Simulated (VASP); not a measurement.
Zr:

```xyz
2
Lattice="3.2320 0.0000 0.0000 -1.6160 2.7990 0.0000 0.0000 0.0000 5.1470" Properties=species:S:1:pos:R:3 pbc="T T T"
Zr    1.6160    0.9330    3.8603
Zr    0.0000    1.8660    1.2868
```

| Property | Result |
| --- | --- |
| Program | VASP 6.6.1 |
| Task | relaxation of cell and atoms |
| Functional | RPBE |
| Potentials or basis | VASP PAW PBE potentials, release 64 (Zr_sv) |
| Cutoff | 600 eV |
| k mesh | 9 × 9 × 5 |
| Occupations | fermi-dirac, width 0.05 eV |
| Spin | no spin polarisation |

At the start: pressure 2.7 GPa; volume 23.28 Å³/atom.

Task: Where does the relaxation end?

Result: Over 4 steps the energy falls by 5.8 meV/atom and the volume is 23.95 Å³/atom (+2.9 %); space group P6_3/mmc (No. 194, to 0.1 Å) before and after.

Step by step:
```csv
step,energy change (eV),largest force (eV/Å),pressure (GPa),volume (Å³)
1,0.0000,0.0000,2.72,46.56
2,-0.0007,0.0000,-2.46,49.28
3,-0.0115,0.0000,-0.02,47.92
4,-0.0116,0.0000,-0.02,47.91
```

Final structure:
```
CELL_PARAMETERS angstrom
3.25732 0.00000 0.00000
-1.62866 2.82092 0.00000
0.00000 0.00000 5.21360
ATOMIC_POSITIONS crystal
Zr 0.66667 0.33333 0.75000
Zr 0.33333 0.66667 0.25000
```

Caveat: the PAW data sets were made with another functional, which shifts forces and pressure a little.
